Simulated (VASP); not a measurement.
# BP (F-43m) in VASP: notebook, part 2 of 2

VASP 6.6.1. Earlier steps stand in the parts before.

## 4. Single point, PBE

This run uses another cell than the first one, of 12.62 Å³/atom, 1.038 times its volume.

The input, INCAR:

```
PREC = Accurate
ENCUT = 500
EDIFF = 1E-6
ISMEAR = 0
SIGMA = 0.01
LREAL = False
LASPH = True
NELM = 120
ALGO = Normal
ISIF = 2
LWAVE = False
LCHARG = False
GGA = PE
NBANDS = 11
GGA_COMPAT = False
```

The input, KPOINTS:

```
Automatic mesh
0
Gamma
  3 3 3
```

The input, POSCAR:

```
BP
1.0
    0.0000000000      2.3279612538      2.3279612538
    2.3279612538      0.0000000000      2.3279612538
    2.3279612538      2.3279612538      0.0000000000
B P
1 1
Direct
    0.0000000000      0.0000000000      0.0000000000
    0.2500000000      0.2500000000      0.2500000000
```

Potentials or basis: VASP PAW PBE potentials, release 64 (B, P).

The run is started by

```
> cat potpaw_PBE.64/B/POTCAR potpaw_PBE.64/P/POTCAR > POTCAR
> mpirun -np 1 vasp_std > vasp.out
```

OUTCAR:

```text
PREC = Accurate
   ENCUT = 500
   EDIFF = 1E-6
   ISMEAR = 0
   LREAL = False
   LASPH = True
   NELM = 120
   ISIF = 2
   GGA = PE

 ion  position               nearest neighbor table
   1  0.000  0.000  0.000-   2 2.02   2 2.02   2 2.02   2 2.02
   2  0.250  0.250  0.250-   1 2.02   1 2.02   1 2.02   1 2.02

  LATTYP: Found a face centered cubic cell.
 ALAT       =     4.6559225076

  Lattice vectors:

 A1 = (   0.0000000000,   2.3279612538,   2.3279612538)
[... 218 lines left out ...]

------------------------ aborting loop because EDIFF is reached ----------------------------------------

  FORCE on cell =-STRESS in cart. coord.  units (eV):
  Direction    XX          YY          ZZ          XY          YZ          ZX
  --------------------------------------------------------------------------------------
  -------------------------------------------------------------------------------------
  Total       -1.1082087     -1.1082087     -1.1082087      0.0000000      0.0000000     -0.0000000
  in kB      -70.3679498    -70.3679498    -70.3679498      0.0000000      0.0000000     -0.0000000
  external PRESSURE =     -70.3679498 kB  Pullay stress =       0.0000000 kB

 VOLUME and BASIS-vectors are now :
 -----------------------------------------------------------------------------
  energy-cutoff  :      500.00
  volume of cell :       25.23
      direct lattice vectors                 reciprocal lattice vectors
     0.000000000  2.327961254  2.327961254    -0.214780207  0.214780207  0.214780207
     2.327961254  0.000000000  2.327961254     0.214780207 -0.214780207  0.214780207
     2.327961254  2.327961254  0.000000000     0.214780207  0.214780207 -0.214780207

 POSITION                                       TOTAL-FORCE (eV/Angst)
 -----------------------------------------------------------------------------------
      0.00000      0.00000      0.00000         0.000000      0.000000      0.000000
      1.16398      1.16398      1.16398        -0.000000     -0.000000     -0.000000
 -----------------------------------------------------------------------------------
    total drift:                                0.000000      0.000000      0.000000

  FREE ENERGIE OF THE ION-ELECTRON SYSTEM (eV)
  ---------------------------------------------------
  free  energy   TOTEN  =       -12.2858267742 eV

  energy  without entropy=      -12.2858267742  energy(sigma->0) =      -12.28582677
```

OSZICAR:

```text
N       E                     dE             d eps       ncg     rms          rms(c)
DAV:   1     0.328099636572E+01    0.32810E+01   -0.33561E+03    96   0.587E+02
DAV:   2    -0.125424888466E+02   -0.15823E+02   -0.15517E+02   111   0.966E+01
DAV:   3    -0.129277612861E+02   -0.38527E+00   -0.38503E+00   106   0.127E+01
DAV:   4    -0.129292468898E+02   -0.14856E-02   -0.14854E-02    97   0.100E+00
DAV:   5    -0.129292577743E+02   -0.10885E-04   -0.10885E-04   111   0.812E-02    0.656E+00
DAV:   6    -0.123774295328E+02    0.55183E+00   -0.14488E+00    97   0.480E+00    0.353E+00
DAV:   7    -0.122931788427E+02    0.84251E-01   -0.16896E-01   102   0.206E+00    0.133E+00
DAV:   8    -0.122848679237E+02    0.83109E-02   -0.30632E-02    91   0.986E-01    0.208E-01
DAV:   9    -0.122854175726E+02   -0.54965E-03   -0.93001E-04    97   0.190E-01    0.138E-01
DAV:  10    -0.122858084559E+02   -0.39088E-03   -0.43569E-04    94   0.132E-01    0.317E-02
DAV:  11    -0.122858254040E+02   -0.16948E-04   -0.20238E-05   108   0.285E-02    0.381E-02
DAV:  12    -0.122858269255E+02   -0.15215E-05   -0.67990E-06    94   0.127E-02    0.170E-02
DAV:  13    -0.122858267742E+02    0.15122E-06   -0.18845E-07    47   0.286E-03
   1 F= -.12285827E+02 E0= -.12285827E+02  d E =-.214730E-29
```

Wall time 1.2 s (1 thread of Intel Xeon 6975P-C (Granite Rapids), shared host); peak memory 0.13 GiB.

What came out:

```
Free energy            : -12.2858 eV
Pressure               : -7.0 GPa
Band gap on the k mesh : 1.41 eV, indirect (least direct gap 3.26 eV)
```

Caveat: the k points lie up to 0.78 Å⁻¹ apart. As with any semilocal functional, this PBE gap is likely too small.

## 5. Single point, PBE

This run uses another cell than the first one, of 10.75 Å³/atom, 0.885 times its volume.

The input, INCAR:

```
SYSTEM = BP
  ALGO = Normal
  EDIFF = 1E-6
  ENCUT = 500
  GGA = PE
  GGA_COMPAT = .FALSE.
  ISIF = 2
  ISMEAR = 0
  LASPH = .TRUE.
  LCHARG = .TRUE.
  LELF = .TRUE.
  LREAL = .FALSE.
  LVHAR = .TRUE.
  LWAVE = .FALSE.
  NBANDS = 11
  NELM = 120
  PREC = Accurate
  SIGMA = 0.01
```

The input, KPOINTS:

```
k-points
0
G
  3 3 3
  0 0 0
```

The input, POSCAR:

```
BP
1.0
    0.0000000000      2.2068040467      2.2068040467
    2.2068040467      0.0000000000      2.2068040467
    2.2068040467      2.2068040467      0.0000000000
B P
1 1
Direct
    0.0000000000      0.0000000000      0.0000000000
    0.2500000000      0.2500000000      0.2500000000
```

The run is started by

```
> cat potpaw_PBE.64/B/POTCAR potpaw_PBE.64/P/POTCAR > POTCAR
> mpirun -np 1 vasp_std > vasp.out
```

Run time: 1.3 s. Hardware: 1 thread of Intel Xeon 6975P-C (Granite Rapids), shared host; peak memory 0.13 GiB.

Results (log left out):

```yaml
Free_energy: -12.1582 eV
Pressure: 21.3 GPa
Band_gap_on_the_k_mesh: 1.24 eV, indirect (least direct gap 3.48 eV)
```

Levels at points of the mesh, in eV from the valence-band top:
```
           k point  band 2  band 3  band 4  band 5  band 6  band 7
(0.00, 0.00, 0.00)    0.00    0.00    0.00    3.48    3.48    3.48
```

Caveat: the k points lie up to 0.82 Å⁻¹ apart.

## 6. The runs side by side

| cell | gap on the mesh (eV) | pressure (GPa) |
| --- | --- | --- |
| a = 3.251 Å, angles 60.0°, 2 atoms | 1.37 | -1.8 |
| a = 3.292 Å, angles 60.0°, 2 atoms | 1.41 | -7.0 |
| a = 3.121 Å, angles 60.0°, 2 atoms | 1.24 | 21.3 |

Alike in all rows: task single point; level PBE; potentials or basis VASP PAW PBE potentials, release 64 (B, P); no spin polarisation; k mesh 3 × 3 × 3; cutoff (eV) 500; smearing gaussian 0.01 eV.

Caveats: all runs use coarse meshes.

Absolute energies hang on the potentials; compare differences alone.
